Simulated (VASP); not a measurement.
# Cu: single point with LDA

Crystal: Cu.

```
Cu
1.0
     2.49985    0.00000    0.00000
    -1.24992    2.16493    0.00000
     0.00000    0.00000    4.05699
Cu
2
Direct
  0.66667 0.33333 0.75000
  0.33333 0.66667 0.25000
```

- Program: VASP 6.6.1
- Task: single point
- Functional: LDA
- Potentials or basis: VASP PAW LDA potentials, release 64 (Cu)
- Cutoff: 520 eV
- k mesh: 12 × 12 × 7
- Occupations: fermi-dirac, width 0.05 eV
- Spin: no spin polarisation
- Dipole correction: no
- Further INCAR settings: ALGO = Fast; EDIFF = 1e-07; NBANDS = 18

```
Pressure               : -0.3 GPa
Band gap on the k mesh : zero (band 11 reaches 12.43 eV, above the bottom of band 12 at 6.28 eV)
```

Stress tensor (GPa, compression positive):
```
-0.46  0.00  0.00
 0.00 -0.46  0.00
 0.00  0.00 -0.04
```

Levels at points of the mesh, in eV from the Fermi level:
| k point | band 9 | band 10 | band 11 | band 12 | band 13 | band 14 |
| --- | --- | --- | --- | --- | --- | --- |
| (0.00, 0.00, 0.00) | -2.66 | -1.80 | -1.80 | -1.09 | 4.24 | 22.01 |
| (0.50, 0.00, 0.00) | -1.63 | -1.59 | 0.03 | 1.71 | 8.16 | 8.61 |

It took 14 s on 1 thread of Intel(R) Xeon(R) 6975P-C (Granite Rapids), on a shared host, peak memory 0.13 GiB.
